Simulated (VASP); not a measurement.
# Mg (Fm-3m) in VASP: notebook, part 2 of 3

VASP 6.6.1. The steps go on from the part before.

### Step 4. Single point, PBE (volume scaled by 0.98)

The input, INCAR:

```
PREC = Accurate ; ENCUT = 520
EDIFF = 1E-6 ; ISMEAR = -1
SIGMA = 0.03 ; LREAL = False
LASPH = True ; NELM = 60
ALGO = Normal ; ISIF = 2
LWAVE = False ; LCHARG = False
GGA = PE ; NBANDS = 7
```

The input, KPOINTS:

```
regular mesh
0
Gamma
  16 16 16
```

The input, POSCAR:

```
Mg
1.0
    0.0000000000      2.2291934254      2.2291934254
    2.2291934254      0.0000000000      2.2291934254
    2.2291934254      2.2291934254      0.0000000000
Mg
1
Direct
    0.0000000000      0.0000000000      0.0000000000
```

Potentials or basis: VASP PAW PBE potentials, release 64 (Mg).

Command:

```bash
$ cat potpaw_PBE.64/Mg/POTCAR > POTCAR
$ mpirun -np 1 vasp_std > vasp.out
```

OUTCAR:

```text
PREC = Accurate
   ENCUT = 520
   EDIFF = 1E-6
   ISMEAR = -1
   LREAL = False
   LASPH = True
   NELM = 60
   ISIF = 2
   GGA = PE

 ion  position               nearest neighbor table
   1  0.000  0.000  0.000-

  LATTYP: Found a face centered cubic cell.
 ALAT       =     4.4583868508

  Lattice vectors:

 A1 = (   0.0000000000,   2.2291934254,   2.2291934254)
 A2 = (   2.2291934254,   0.0000000000,   2.2291934254)
 A3 = (   2.2291934254,   2.2291934254,   0.0000000000)

Analysis of symmetry for initial positions (statically):
=====================================================================
 Subroutine PRICEL returns:
 Original cell was already a primitive cell.

 Routine SETGRP: Setting up the symmetry group for a
 face centered cubic supercell.

 Subroutine GETGRP returns: Found 48 space group operations
 (whereof 48 operations were pure point group operations)
 out of a pool of 48 trial point group operations.

The static configuration has the point symmetry O_h .

Analysis of symmetry for dynamics (positions and initial velocities):
=====================================================================
 Subroutine PRICEL returns:
 Original cell was already a primitive cell.

 Routine SETGRP: Setting up the symmetry group for a
 face centered cubic supercell.

 Subroutine GETGRP returns: Found 48 space group operations
 (whereof 48 operations were pure point group operations)
 out of a pool of 48 trial point group operations.

The dynamic configuration has the point symmetry O_h .

 Subroutine INISYM returns: Found 48 space group operations
 (whereof 48 operations are pure point group operations),
 and found     1 'primitive' translations

----------------------------------------------------------------------------------------

                                     Primitive cell

  volume of cell :      22.1551

  direct lattice vectors                    reciprocal lattice vectors
     0.000000000  2.229193425  2.229193425    -0.224296373  0.224296373  0.224296373
     2.229193425  0.000000000  2.229193425     0.224296373 -0.224296373  0.224296373
     2.229193425  2.229193425  0.000000000     0.224296373  0.224296373 -0.224296373

  length of vectors
     3.152555575  3.152555575  3.152555575     0.388492714  0.388492714  0.388492714

  position of ions in fractional coordinates (direct lattice)
     0.000000000  0.000000000  0.000000000

  ion indices of the primitive-cell ions
   primitive index   ion index
                 1           1

----------------------------------------------------------------------------------------

 KPOINTS: regular mesh

Automatic generation of k-mesh.
 Grid dimensions read from file:
 generate k-points for:   16   16   16

 Generating k-lattice:

  Cartesian coordinates                     Fractional coordinates (reciprocal lattice)
    -0.014018523  0.014018523  0.014018523     0.062500000  0.000000000  0.000000000
     0.014018523 -0.014018523  0.014018523     0.000000000  0.062500000  0.000000000
     0.014018523  0.014018523 -0.014018523     0.000000000  0.000000000  0.062500000

  Length of vectors
     0.024280795  0.024280795  0.024280795

  Shift w.r.t. Gamma in fractional coordinates (k-lattice)
     0.000000000  0.000000000  0.000000000

 Subroutine IBZKPT returns following result:
 ===========================================

 Found    145 irreducible k-points:

 Following reciprocal coordinates:
            Coordinates               Weight
  0.000000  0.000000  0.000000      1.000000
  0.062500  0.000000  0.000000      8.000000
  0.125000  0.000000  0.000000      8.000000
  0.187500  0.000000  0.000000      8.000000
  0.250000  0.000000  0.000000      8.000000
  0.312500  0.000000  0.000000      8.000000
[... 16 lines left out ...]
 -0.125000  0.062500  0.000000     24.000000
 -0.062500  0.062500  0.000000     12.000000
 [... further k-points ...]
   k-points           NKPTS =    145   k-points in BZ     NKDIM =    145   number of bands    NBANDS=      7
   number of dos      NEDOS =    301   number of ions     NIONS =      1
   total plane-waves  NPLWV =  13824
   dimension x,y,z NGX =    24 NGY =   24 NGZ =   24
   dimension x,y,z NGXF=    48 NGYF=   48 NGZF=   48
   ions per type =               1
   NGX,Y,Z   is equivalent  to a cutoff of  12.66, 12.66, 12.66 a.u.
   NGXF,Y,Z  is equivalent  to a cutoff of  25.31, 25.31, 25.31 a.u.
 SYSTEM =  unknown system
   PREC   = accura    normal or accurate (medium, high low for compatibility)
   ISTART =      0    job   : 0-new  1-cont  2-samecut
   ICHARG =      2    charge: 1-file 2-atom 10-const
   ISPIN  =      1    spin polarized calculation?
   LNONCOLLINEAR =      F non collinear calculations
   LSORBIT =      F    spin-orbit coupling
   LASPH  =      T    aspherical Exc in radial PAW
   ENCUT  =  520.0 eV  38.22 Ry    6.18 a.u.   5.86  5.86  5.86*2*pi/ulx,y,z
   NELM   =     60;   NELMIN=  2; NELMDL= -5     # of ELM steps
   EDIFF  = 0.1E-05   stopping-criterion for ELM
   LREAL  =      F    real-space projection
   EDIFFG = 0.1E-04   stopping-criterion for IOM
   NSW    =      0    number of steps for IOM
   IBRION =     -1    ionic relax: 0-MD 1-quasi-New 2-CG
   NFREE  =      0    steps in history (QN), initial steepest desc. (CG)
   ISIF   =      2    stress and relaxation
   ISYM   =      2    0-nonsym 1-usesym 2-fastsym
   POTIM  = 0.5000    time-step for ionic-motion
   TEBEG  =    0.0;   TEEND  =   0.0 temperature during run
   PSTRESS=    0.0 pullay stress
   NELECT =       2.0000    total number of electrons
   NUPDOWN=      -1.0000    fix difference up-down
   EMIN   =  10.00;   EMAX   =-10.00  energy-range for DOS
   EFERMI =   0.00;   METHOD = LEGACY
   ISMEAR =    -1;   SIGMA  =   0.03  broadening in eV -4-tet -1-fermi 0-gaus
   EFERMI_NEDOS =   21; number of points for ismear=-14 and -15
   IALGO  =     38    algorithm
   IMIX   =      4    mixing-type and parameters
     AMIX     =   0.40;   BMIX     =  1.00
     AMIX_MAG =   1.60;   BMIX_MAG =  1.00
  volume/ion in A,a.u.               =      22.16       149.51
  Fermi-wavevector in a.u.,A,eV,Ry     =   0.734391  1.387797  7.338023  0.539329
  Thomas-Fermi vector in A             =   1.827332
   LORBIT       =      0    0 simple, 1 ext, 2 COOP (PROOUT), +10 PAW based schemes
   GGA     = PE    functional components
[... 5 lines left out ...]
 non-spin polarized calculation
  energy-cutoff  :      520.00
  volume of cell :       22.16
 maximum number of plane-waves:       609
   NGX = 11   NGY = 11   NGZ = 11

 number of electron       2.0000000 magnetization

 Free energy of the ion-electron system (eV)
  ---------------------------------------------------
  ext. energy  EPLUGINS =         0.00000000
  ---------------------------------------------------
  free energy    TOTEN  =        -1.48820632 eV

  energy without entropy =       -1.48623713  energy(sigma->0) =       -1.48722172

 E-fermi :   2.7938     XC(G=0):  -8.6023

 val. band max:        2.7931846837   @ k =  -0.3750   0.4375   0.1250
 cond. band min:       2.8218767202   @ k =  -0.3125   0.3750   0.1250
 fundamental gap:      0.0286920365
 Fermi energy:         2.7938151259

 k-point     1 :       0.0000    0.0000    0.0000
  band No.  band energies     occupation
      1      -4.2654      2.00000
      2      15.3916      0.00000
      3      15.3916      0.00000
      4      15.3916      0.00000
      5      17.5140      0.00000
      6      17.5140      0.00000
      7      17.5140      0.00000

 k-point     2 :       0.0625    0.0000    0.0000
  band No.  band energies     occupation
      1      -4.1764      2.00000
      2      13.9874      0.00000
      3      15.1968      0.00000
      4      15.1968      0.00000
      5      17.4855      0.00000
      6      17.8580      0.00000
      7      17.8580      0.00000
[... 201 lines left out ...]
 k-point    23 :      -0.1250    0.0625    0.0000
  band No.  band energies     occupation
      1      -3.7033      2.00000
      2      11.2063      0.00000
      3      13.1853      0.00000
      4      15.6402      0.00000
      5      17.7175      0.00000
      6      18.1576      0.00000
      7      18.4564      0.00000

 k-point    24 :      -0.0625    0.0625    0.0000
  band No.  band energies     occupation
      1      -4.0283      2.00000
      2      13.0423      0.00000
      3      13.9029      0.00000
      4      15.6222      0.00000
      5      17.6780      0.00000
      6      17.8134      0.00000
      7      18.4320      0.00000

 [... further k-points ...]

------------------------ aborting loop because EDIFF is reached ----------------------------------------

  FORCE on cell =-STRESS in cart. coord.  units (eV):
  Direction    XX          YY          ZZ          XY          YZ          ZX
  --------------------------------------------------------------------------------------
  -------------------------------------------------------------------------------------
  Total        0.2123632      0.2123632      0.2123632      0.0000000      0.0000000      0.0000000
  in kB       15.3573630     15.3573630     15.3573630      0.0000000      0.0000000      0.0000000
  external PRESSURE =      15.3573630 kB  Pullay stress =       0.0000000 kB

 VOLUME and BASIS-vectors are now :
 -----------------------------------------------------------------------------
  energy-cutoff  :      520.00
  volume of cell :       22.16
      direct lattice vectors                 reciprocal lattice vectors
     0.000000000  2.229193425  2.229193425    -0.224296373  0.224296373  0.224296373
     2.229193425  0.000000000  2.229193425     0.224296373 -0.224296373  0.224296373
     2.229193425  2.229193425  0.000000000     0.224296373  0.224296373 -0.224296373

 POSITION                                       TOTAL-FORCE (eV/Angst)
 -----------------------------------------------------------------------------------
      0.00000      0.00000      0.00000         0.000000      0.000000      0.000000
 -----------------------------------------------------------------------------------
    total drift:                                0.000000     -0.000000     -0.000000

  FREE ENERGIE OF THE ION-ELECTRON SYSTEM (eV)
  ---------------------------------------------------
  free  energy   TOTEN  =        -1.4882063175 eV

  energy  without entropy=       -1.4862371308  energy(sigma->0) =       -1.48722172
```

stdout:

```text
POSCAR found type information on POSCAR Mg
 POSCAR found :  1 types and       1 ions
 scaLAPACK will be used
 LDA part: xc-table for (Slater+PW92), standard interpolation
 POSCAR, INCAR and KPOINTS ok, starting setup
 FFT: planning ... GRIDC
 FFT: planning ... GRID_SOFT
 FFT: planning ... GRID
 WAVECAR not read
 entering main loop
```

Run time: 4.9 s. Hardware: 1 thread of Intel Xeon 6975P-C (Granite Rapids), shared host; peak memory 0.15 GiB.

What came out:

```yaml
Free_energy: -1.4882 eV
Pressure: 1.5 GPa
Band_gap_on_the_k_mesh: zero (band 1 reaches 4.28 eV, above the bottom of band 2 at 1.53 eV)
```

Levels at points of the mesh, in eV from the Fermi level:
| k point | band 1 | band 2 | band 3 | band 4 | band 5 |
| --- | --- | --- | --- | --- | --- |
| (0.00, 0.00, 0.00) | -7.06 | 12.60 | 12.60 | 12.60 | 14.72 |
| (0.50, 0.00, 0.00) | -1.75 | -1.27 | 11.48 | 11.48 | 12.46 |
| (0.50, 0.50, 0.00) | -0.22 | 0.84 | 6.17 | 7.15 | 7.15 |

[end of part 2 of 3]
